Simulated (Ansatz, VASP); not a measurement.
# One calculation of Bi2Te3, two programs

INCAR

```
  PREC = Accurate
  ENCUT = 520
  EDIFF = 1E-7
  ISMEAR = 0
  SIGMA = 0.02
  LREAL = F
  LASPH = T
  NELM = 80
  ALGO = Normal
  ISIF = 2
  LWAVE = F
  LCHARG = F
  LDIPOL = T
  IDIPOL = 3
  DIPOL = 0.5 0.5 0.500
  GGA = PE
  IVDW = 12
  IBRION = 2
  NSW = 60
  EDIFFG = -0.01
```

KPOINTS

```
regular mesh
0
Gamma
  6 6 1
```

File POSCAR:

```
Bi2Te3
1.0
    4.2627438416      0.0000000000      0.0000000000
   -2.1313719208      3.6916444567      0.0000000000
    0.0000000000      0.0000000000     41.0301608556
Te Bi
3 2
Direct
    0.0000000000      0.0000000000      0.4076965287
    0.6666666667      0.3333333333      0.5000000000
    0.3333333333      0.6666666667      0.5923034713
    0.3333333333      0.6666666667      0.4501853782
    0.0000000000      0.0000000000      0.5498146218
```

Input for Ansatz:

```yaml
crystal:
  lattice:
    - [4.2627438416, 0.0, 0.0]
    - [-2.1313719208, 3.6916444567, 0.0]
    - [0.0, 0.0, 41.0301608556]
  atoms:
    - { symbol: Te, position: [0.0, 0.0, 0.4076965287] }
    - { symbol: Bi, position: [0.3333333333, 0.6666666667, 0.4501853782] }
    - { symbol: Te, position: [0.6666666667, 0.3333333333, 0.5] }
    - { symbol: Bi, position: [0.0, 0.0, 0.5498146218] }
    - { symbol: Te, position: [0.3333333333, 0.6666666667, 0.5923034713] }
  periodic: [true, true, false]
basis:
  ecutwfc: 420
kpoints:
  mp_grid: { grid: [6, 6, 1] }
  band_path:
    path:
      - [0, 0, 0]
      - [0.5, 0, 0]
      - [0.3333333333333, 0.3333333333333, 0]
      - [0, 0, 0]
    npoints: 8
hamiltonian:
  xc: pbe
  dispersion: d3bj
scf:
  occupations: { method: gaussian, width: 0.02 }
output:
  forces: true
  stress: true
  eigenvalues: true
  write_density: true
  write_potential: true
  elf: true
  volumetric_format: npy
relax:
  adjacent_minimum: "off"
  f_tol: 0.01
  max_steps: 40
```

Change from the starting cell: biaxial strain -0.020, atoms relaxed.

Alike in both runs: task relaxation of the atoms; functional PBE; dispersion D3(BJ); k mesh 6 × 6 × 1; occupations gaussian, width 0.02 eV; no spin polarisation.

|  | VASP | Ansatz |
| --- | --- | --- |
| version | VASP 6.6.1 | Ansatz 0.2.0 |
| potentials or method | VASP PAW PBE potentials, release 64 (Te, Bi_d), cutoff 520 eV | scalar-relativistic, plane waves, PAW |
| valence electrons in the cell | 48 | 78 |

VASP gave:

* gap on the k mesh at the Fermi level, each at its own relaxed structure (eV): 1.31

What did Ansatz give for the same quantities?

gap on the k mesh at the Fermi level, each at its own relaxed structure (eV): 1.32.

VASP's potentials hold 48 valence electrons a cell and Ansatz's 78, so a difference there can come from the potentials and not from the codes. Ansatz's warnings: stress scf threshold loose, xc potential rough in thin density.

Neither program's run includes spin-orbit coupling.
